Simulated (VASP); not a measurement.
# V2O3 (R-3c) in VASP: single point with PBE

Aim: the single point of V2O3 with PBE.

All numbers are computed with VASP 6.6.1; they aren't measurements. Logs are shortened: lines on timing, memory, paths and dates and some standing lists are left out, and cuts for length are marked.

**1. The cell of the first run**

It takes space group R-3c (No. 167, trigonal). The conventional cell has a = 4.942 Å, b = 4.942 Å, c = 13.990 Å, α = 90.00°, β = 90.00°, γ = 120.00°. V (site symmetry 3) has 6 O at 1.98 to 2.05 Å and 1 V at 2.56 Å within 2.6 Å. Within 2.6 Å of O (site symmetry 2) lie 4 V at 1.98 to 2.05 Å.

**2. Single point, PBE, collinear spin, ferromagnetic start**

Input file INCAR:

```
ALGO = Normal
EDIFF = 1E-6
ENCUT = 600
GGA = PE
GGA_COMPAT = F
ISIF = 2
ISMEAR = -1
ISPIN = 2
KPAR = 4
LASPH = T
LCHARG = T
LMAXMIX = 4
LORBIT = 11
LREAL = F
LVHAR = T
LWAVE = F
MAGMOM = 2 2 2 2 0 0 0 0 0 0
NBANDS = 59
NELM = 200
PREC = Accurate
SIGMA = 0.05
```

Input file KPOINTS:

```
k-points
0
Gamma
  9 9 9
```

Input file POSCAR:

```
V2O3
1.0
    2.4709073542      1.4265790261      4.6634305105
   -2.4709073542      1.4265790261      4.6634305105
    0.0000000000     -2.8531580522      4.6634305105
V O
4 6
Direct
    0.3414049223      0.3414049223      0.3414049223
    0.1585950777      0.1585950777      0.1585950777
    0.6585950777      0.6585950777      0.6585950777
    0.8414049223      0.8414049223      0.8414049223
    0.9269047914      0.2500000000      0.5730952086
    0.5730952086      0.9269047914      0.2500000000
    0.2500000000      0.5730952086      0.9269047914
    0.0730952086      0.7500000000      0.4269047914
    0.4269047914      0.0730952086      0.7500000000
    0.7500000000      0.4269047914      0.0730952086
```

Potentials or basis: VASP PAW PBE potentials, release 64 (V_sv, O).

Started as:

```
> cat potpaw_PBE.64/V_sv/POTCAR potpaw_PBE.64/O/POTCAR > POTCAR
> mpirun -np 4 vasp_std > vasp.out
```

OUTCAR:

```text
EDIFF = 1E-6
   ENCUT = 600
   GGA = PE
   ISIF = 2
   ISMEAR = -1
   ISPIN = 2
   LASPH = T
   LORBIT = 11
   LREAL = F
   NELM = 200
   PREC = Accurate

 ion  position               nearest neighbor table
   1  0.341  0.341  0.341-   8 1.98   9 1.98  10 1.98   6 2.05   7 2.05   5 2.05   2 2.56   3 2.86
                             3 2.86   3 2.86
   2  0.159  0.159  0.159-  10 1.98   9 1.98   8 1.98   6 2.05   7 2.05   5 2.05   1 2.56   4 2.86
                             4 2.86   4 2.86
   3  0.659  0.659  0.659-   5 1.98   6 1.98   7 1.98   9 2.05   8 2.05  10 2.05   4 2.56   1 2.86
                             1 2.86   1 2.86
   4  0.841  0.841  0.841-   7 1.98   6 1.98   5 1.98   9 2.05   8 2.05  10 2.05   3 2.56   2 2.86
                             2 2.86   2 2.86
   5  0.927  0.250  0.573-   3 1.98   4 1.98   1 2.05   2 2.05
   6  0.573  0.927  0.250-   3 1.98   4 1.98   1 2.05   2 2.05
   7  0.250  0.573  0.927-   4 1.98   3 1.98   1 2.05   2 2.05
   8  0.073  0.750  0.427-   1 1.98   2 1.98   3 2.05   4 2.05
   9  0.427  0.073  0.750-   1 1.98   2 1.98   3 2.05   4 2.05
  10  0.750  0.427  0.073-   2 1.98   1 1.98   3 2.05   4 2.05

  LATTYP: Found a trigonal (rhomboedric) cell.
 ALAT       =     5.4670005485
 COS(alpha) =     0.5914504987

  Lattice vectors:

 A1 = (   2.4709073542,   1.4265790261,   4.6634305105)
 A2 = (  -2.4709073542,   1.4265790261,   4.6634305105)
 A3 = (   0.0000000000,  -2.8531580522,   4.6634305105)

Analysis of symmetry for initial positions (statically):
=====================================================================
 Subroutine PRICEL returns:
 Original cell was already a primitive cell.

 Routine SETGRP: Setting up the symmetry group for a
 trigonal (rhombohedral) supercell.

 Subroutine GETGRP returns: Found 12 space group operations
 (whereof  6 operations were pure point group operations)
 out of a pool of 12 trial point group operations.

The static configuration has the point symmetry S_6 .
 The point group associated with its full space group is D_3d.

Analysis of symmetry for dynamics (positions and initial velocities):
=====================================================================
 Subroutine PRICEL returns:
 Original cell was already a primitive cell.

 Routine SETGRP: Setting up the symmetry group for a
 trigonal (rhombohedral) supercell.

 Subroutine GETGRP returns: Found 12 space group operations
 (whereof  6 operations were pure point group operations)
 out of a pool of 12 trial point group operations.

The dynamic configuration has the point symmetry S_6 .
 The point group associated with its full space group is D_3d.

Analysis of structural, dynamic, and magnetic symmetry:
=====================================================================
 Subroutine PRICEL returns:
 Original cell was already a primitive cell.

 Routine SETGRP: Setting up the symmetry group for a
 trigonal (rhombohedral) supercell.

 Subroutine GETGRP returns: Found 12 space group operations
 (whereof  6 operations were pure point group operations)
 out of a pool of 12 trial point group operations.

The overall configuration has the point symmetry S_6 .
 The point group associated with its full space group is D_3d.

 Subroutine INISYM returns: Found 12 space group operations
 (whereof  6 operations are pure point group operations),
 and found     1 'primitive' translations

----------------------------------------------------------------------------------------

                                     Primitive cell

  volume of cell :      98.6300

  direct lattice vectors                    reciprocal lattice vectors
     2.470907354  1.426579026  4.663430510     0.202354815  0.116829607  0.071478139
    -2.470907354  1.426579026  4.663430510    -0.202354815  0.116829607  0.071478139
     0.000000000 -2.853158052  4.663430510     0.000000000 -0.233659214  0.071478139

  length of vectors
     5.467000548  5.467000548  5.467000548     0.244347606  0.244347606  0.244347606

  position of ions in fractional coordinates (direct lattice)
     0.341404922  0.341404922  0.341404922
[... 84 lines left out ...]
 SYSTEM =  unknown system
   PREC   = accura    normal or accurate (medium, high low for compatibility)
   ISTART =      0    job   : 0-new  1-cont  2-samecut
   ICHARG =      2    charge: 1-file 2-atom 10-const
   ISPIN  =      2    spin polarized calculation?
   LNONCOLLINEAR =      F non collinear calculations
   LSORBIT =      F    spin-orbit coupling
   LASPH  =      T    aspherical Exc in radial PAW
   ENCUT  =  600.0 eV  44.10 Ry    6.64 a.u.  10.92 10.92 10.92*2*pi/ulx,y,z
   NELM   =    200;   NELMIN=  2; NELMDL= -5     # of ELM steps
   EDIFF  = 0.1E-05   stopping-criterion for ELM
   LREAL  =      F    real-space projection
   EDIFFG = 0.1E-04   stopping-criterion for IOM
   NSW    =      0    number of steps for IOM
   IBRION =     -1    ionic relax: 0-MD 1-quasi-New 2-CG
   NFREE  =      0    steps in history (QN), initial steepest desc. (CG)
   ISIF   =      2    stress and relaxation
   ISYM   =      2    0-nonsym 1-usesym 2-fastsym
   POTIM  = 0.5000    time-step for ionic-motion
   TEBEG  =    0.0;   TEEND  =   0.0 temperature during run
   PSTRESS=    0.0 pullay stress
   NELECT =      88.0000    total number of electrons
   NUPDOWN=      -1.0000    fix difference up-down
   EMIN   =  10.00;   EMAX   =-10.00  energy-range for DOS
   EFERMI =   0.00;   METHOD = LEGACY
   ISMEAR =    -1;   SIGMA  =   0.05  broadening in eV -4-tet -1-fermi 0-gaus
   EFERMI_NEDOS =   21; number of points for ismear=-14 and -15
   IALGO  =     38    algorithm
   IMIX   =      4    mixing-type and parameters
     AMIX     =   0.40;   BMIX     =  1.00
     AMIX_MAG =   1.60;   BMIX_MAG =  1.00
  volume/ion in A,a.u.               =       9.86        66.56
  Fermi-wavevector in a.u.,A,eV,Ry     =   1.576036  2.978276 33.795353  2.483888
  Thomas-Fermi vector in A             =   2.676929
   LORBIT       =     11    0 simple, 1 ext, 2 COOP (PROOUT), +10 PAW based schemes
   GGA     = PE    functional components
   LHFCALC =     F    Hartree Fock is set to
   AEXX    =    0.0000 exact exchange contribution
   IVDW    =     0    specifies the selected vdW correction
   LEPSILON=     F    determine dielectric tensor
   LRPA    =     F    only Hartree local field effects (RPA)
 spin polarized calculation
  energy-cutoff  :      600.00
  volume of cell :       98.63
 maximum number of plane-waves:      3308
 NGX is ok and might be reduce to    48
   NGX = 21   NGY = 21   NGZ = 21

 number of electron      87.9999991 magnetization       4.5166287

 Free energy of the ion-electron system (eV)
  ---------------------------------------------------
  ext. energy  EPLUGINS =         0.00000000
  ---------------------------------------------------
  free energy    TOTEN  =       -88.49601155 eV

  energy without entropy =      -88.46742084  energy(sigma->0) =      -88.48171620

 E-fermi :   8.0990     XC(G=0): -12.0973

 val. band max:        8.0968877790   @ k =   0.4444   0.2222   0.2222
 cond. band min:       8.1144715879   @ k =  -0.1111   0.3333   0.1111
 fundamental gap:      0.0175838088
 Fermi energy:         8.0989904758

 spin component 1

 k-point     1 :       0.0000    0.0000    0.0000
  band No.  band energies     occupation
      1     -57.6139      1.00000
      2     -57.5655      1.00000
      3     -57.5555      1.00000
      4     -57.5148      1.00000
      5     -31.6532      1.00000
      6     -31.6532      1.00000
[... 1405 lines left out ...]
     55      10.2743      0.00000
     56      10.4430      0.00000

 [... further k-points ...]

 spin component 2

 k-point     1 :       0.0000    0.0000    0.0000
  band No.  band energies     occupation
      1     -56.5212      1.00000
      2     -56.4715      1.00000
      3     -56.4598      1.00000
      4     -56.4184      1.00000
      5     -30.7397      1.00000
      6     -30.6178      1.00000
[... 1405 lines left out ...]
     55      11.0205      0.00000
     56      11.0930      0.00000

 [... further k-points ...]

 [bands above 56 left out]

------------------------ aborting loop because EDIFF is reached ----------------------------------------

  FORCE on cell =-STRESS in cart. coord.  units (eV):
  Direction    XX          YY          ZZ          XY          YZ          ZX
  --------------------------------------------------------------------------------------
  -------------------------------------------------------------------------------------
  Total       -2.2435449     -2.2435449      1.5919581      0.0000000      0.0000000      0.0000000
  in kB      -36.4448601    -36.4448601     25.8602760      0.0000000      0.0000000      0.0000000
  external PRESSURE =     -15.6764814 kB  Pullay stress =       0.0000000 kB

 VOLUME and BASIS-vectors are now :
 -----------------------------------------------------------------------------
  energy-cutoff  :      600.00
  volume of cell :       98.63
      direct lattice vectors                 reciprocal lattice vectors
     2.470907354  1.426579026  4.663430510     0.202354815  0.116829607  0.071478139
    -2.470907354  1.426579026  4.663430510    -0.202354815  0.116829607  0.071478139
     0.000000000 -2.853158052  4.663430510     0.000000000 -0.233659214  0.071478139

 POSITION                                       TOTAL-FORCE (eV/Angst)
 -----------------------------------------------------------------------------------
      0.00000      0.00000      4.77635         0.000000     -0.000000      0.025510
      0.00000      0.00000      2.21879         0.000000     -0.000000     -0.025510
      0.00000      0.00000      9.21394         0.000000     -0.000000     -0.025510
      0.00000      0.00000     11.77150         0.000000     -0.000000      0.025510
      1.67257      0.04382      8.16100        -0.006042     -0.010464     -0.000000
     -0.87423      1.42658      8.16100         0.012083     -0.000000     -0.000000
     -0.79834     -1.47040      8.16100        -0.006042      0.010464     -0.000000
     -1.67257     -0.04382      5.82929         0.006042      0.010464     -0.000000
      0.87423     -1.42658      5.82929        -0.012083     -0.000000     -0.000000
      0.79834      1.47040      5.82929         0.006042     -0.010464     -0.000000
 -----------------------------------------------------------------------------------
    total drift:                               -0.000000      0.000000      0.000000

  FREE ENERGIE OF THE ION-ELECTRON SYSTEM (eV)
  ---------------------------------------------------
  free  energy   TOTEN  =       -88.4960115526 eV

  energy  without entropy=      -88.4674208449  energy(sigma->0) =      -88.48171620

 total charge

# of ion       s       p       d       tot
------------------------------------------
    1        2.234   6.253   3.031  11.518
    2        2.234   6.253   3.031  11.518
    3        2.234   6.253   3.031  11.518
    4        2.234   6.253   3.031  11.518
    5        1.557   3.494   0.000   5.051
    6        1.557   3.494   0.000   5.051
    7        1.557   3.494   0.000   5.051
    8        1.557   3.494   0.000   5.051
    9        1.557   3.494   0.000   5.051
   10        1.557   3.494   0.000   5.051
--------------------------------------------------
tot         18.276  45.979  12.125  76.379

 magnetization (x)

# of ion       s       p       d       tot
------------------------------------------
    1        0.011   0.012   1.048   1.070
    2        0.011   0.012   1.048   1.070
    3        0.011   0.012   1.048   1.070
    4        0.011   0.012   1.048   1.070
    5       -0.001  -0.014   0.000  -0.015
    6       -0.001  -0.014   0.000  -0.015
    7       -0.001  -0.014   0.000  -0.015
    8       -0.001  -0.014   0.000  -0.015
    9       -0.001  -0.014   0.000  -0.015
   10       -0.001  -0.014   0.000  -0.015
--------------------------------------------------
tot          0.035  -0.037   4.193   4.191
```

Run time: 5.2 min. Hardware: 4 MPI ranks of Intel Xeon 6975P-C (Granite Rapids), shared host; peak memory 0.95 GiB.

Results:

| Property | Result |
| --- | --- |
| Free energy | -88.4960 eV |
| Pressure | -1.6 GPa |
| Largest force | 0.026 eV/Å |
| Net moment | 4.52 μB per cell |
| Site moments | V +1.07; O -0.01 μB |
| Valence electrons inside the program's atomic spheres | V 11.52; O 5.05 |

Forces on the atoms (eV/Å):
```
V    0.000  0.000  0.026
V    0.000  0.000 -0.026
V    0.000  0.000 -0.026
V    0.000  0.000  0.026
O   -0.006 -0.010  0.000
O    0.012  0.000  0.000
O   -0.006  0.010  0.000
O    0.006  0.010  0.000
O   -0.012  0.000  0.000
O    0.006 -0.010  0.000
```

Caveat: semilocal functionals often make such compounds metallic where correlation or magnetic order opens a gap, which also shifts bond lengths. With open d or f shells a metallic result of PBE can be an artefact of self-interaction; +U or a hybrid may open a gap.
